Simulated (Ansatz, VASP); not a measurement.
## One calculation of Eu, two programs

Contents of INCAR:

```
SYSTEM = Eu
PREC = Accurate
ENCUT = 520
EDIFF = 1E-7
ISMEAR = -1
SIGMA = 0.05
LREAL = .False.
LASPH = .True.
NELM = 150
ALGO = Normal
ISIF = 2
LWAVE = .False.
LCHARG = .False.
ISPIN = 2
MAGMOM = 7
LORBIT = 11
LMAXMIX = 6
GGA = PE
NBANDS = 18
```

KPOINTS

```
regular mesh
0
Gamma
  11 11 11
  0 0 0
```

The input POSCAR:

```
Eu
1.0
    3.4929783778      0.0000000000      0.0000000000
    0.0000000000      3.4929783778      0.0000000000
    0.0000000000      0.0000000000      3.4929783778
Eu
1
Direct
    0.0000000000      0.0000000000      0.0000000000
```

Input for Ansatz:

```yaml
crystal:
  lattice:
    - [3.4929783778, 0.0, 0.0]
    - [0.0, 3.4929783778, 0.0]
    - [0.0, 0.0, 3.4929783778]
  atoms:
    - { symbol: Eu, position: [0.0, 0.0, 0.0], spin: 7.0 }
magnetization:
  spin_polarized: true
kpoints:
  mp_grid: { grid: [11, 11, 11] }
scf:
  occupations: { method: fermi_dirac, width: 0.05 }
hamiltonian:
  xc: pbe
  pseudopotentials:
    kind: all_electron
    lapw: { basis_error: 0.0005 }
    nuclear_model: point
output:
  forces: true
  stress: true
  eigenvalues: true
```

Alike in both runs: task single point; functional PBE; k mesh 11 × 11 × 11; occupations fermi-dirac, width 0.05 eV; collinear spin.

|  | VASP | Ansatz |
| --- | --- | --- |
| version | VASP 6.6.1 | Ansatz 0.2.0 |
| potentials or method | VASP PAW PBE potentials, release 64 (Eu), cutoff 520 eV | all-electron LAPW, scalar-relativistic |

```csv
,VASP,Ansatz,Ansatz less VASP
pressure (GPa),-0.2,0.1,+0.28
net moment per atom (μB),7.19,7.18,-0.011
size of the moment on the site where the two differ most (μB),6.69,7.06,+0.365
```

Site moments also hang on the region over which each program counts them. Ansatz ran all-electron here, and VASP with PAW potentials.

Spin-orbit coupling is off throughout.
